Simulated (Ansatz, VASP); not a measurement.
# Two plane-wave programs on Mg

The input INCAR:

```
SYSTEM = Mg
PREC     = Accurate       ! precision mode
ENCUT    = 600            ! plane-wave cutoff, eV
EDIFF    = 1E-6           ! SCF threshold, eV
ISMEAR   = -1             ! smearing method
SIGMA    = 0.05           ! smearing width, eV
LREAL    = .FALSE.        ! projectors in reciprocal space
LASPH    = .TRUE.         ! aspherical terms in the spheres
NELM     = 120            ! most SCF steps
ALGO     = Normal         ! electronic algorithm
ISIF     = 2              ! what is computed and relaxed
LWAVE    = .FALSE.        ! write WAVECAR
LCHARG   = .FALSE.        ! write CHGCAR
GGA      = LIBXC          ! functional
LIBXC1   = GGA_X_B88    
LIBXC2   = GGA_C_PBE    
NBANDS   = 9              ! bands
GGA_COMPAT= .FALSE.
```

KPOINTS

```
regular mesh
0
G
  10 10 5
  0 0 0
```

The input POSCAR:

```
Mg
1.0
    3.1877604248      0.0000000000      0.0000000000
   -1.5938802124      2.7606815091      0.0000000000
    0.0000000000      0.0000000000      5.1753304900
Mg
2
Direct
    0.6666666667      0.3333333333      0.7500000000
    0.3333333333      0.6666666667      0.2500000000
```

Contents of input.yaml:

```yaml
crystal:
  lattice:
    - [3.1877604248, 0.0, 0.0]
    - [-1.5938802124, 2.7606815091, 0.0]
    - [0.0, 0.0, 5.17533049]
  atoms:
    - { symbol: Mg, position: [0.6666666667, 0.3333333333, 0.75] }
    - { symbol: Mg, position: [0.3333333333, 0.6666666667, 0.25] }
hamiltonian:
  xc: { exchange: b88, correlation: pbe }
  pseudopotentials: { kind: paw }
kpoints:
  mp_grid: { grid: [10, 10, 5] }
scf:
  occupations: { method: fermi_dirac, width: 0.05 }
output:
  forces: true
  stress: true
  eigenvalues: true
```

Alike in both runs: task single point; functional b88 exchange, pbe correlation; k mesh 10 × 10 × 5; occupations fermi-dirac, width 0.05 eV; no spin polarisation.

|  | VASP | Ansatz |
| --- | --- | --- |
| version | VASP 6.6.1 | Ansatz 0.2.0 |
| potentials or method | VASP PAW PBE potentials, release 64 (Mg) | Ansatz PAW |
| plane-wave cutoff (eV) | 600 | 420 |
| valence electrons in the cell | 4 | 20 |

Ansatz gave:

- gap on the k mesh at the Fermi level (eV): none
- pressure (GPa): 0.8
- traceless stress, the component that is largest in VASP (GPa): 0.74

Task: Estimate VASP's values.

Result: gap on the k mesh at the Fermi level (eV): none; pressure (GPa): 0.6; traceless stress, the component that is largest in VASP (GPa): 0.74.

VASP's potentials were made for PBE, not for b88 exchange, pbe correlation. A gap of «none» marks a metal or a gap that the smearing closes. VASP's potentials hold 4 valence electrons a cell and Ansatz's 20, so a difference there can come from the potentials and not from the codes.
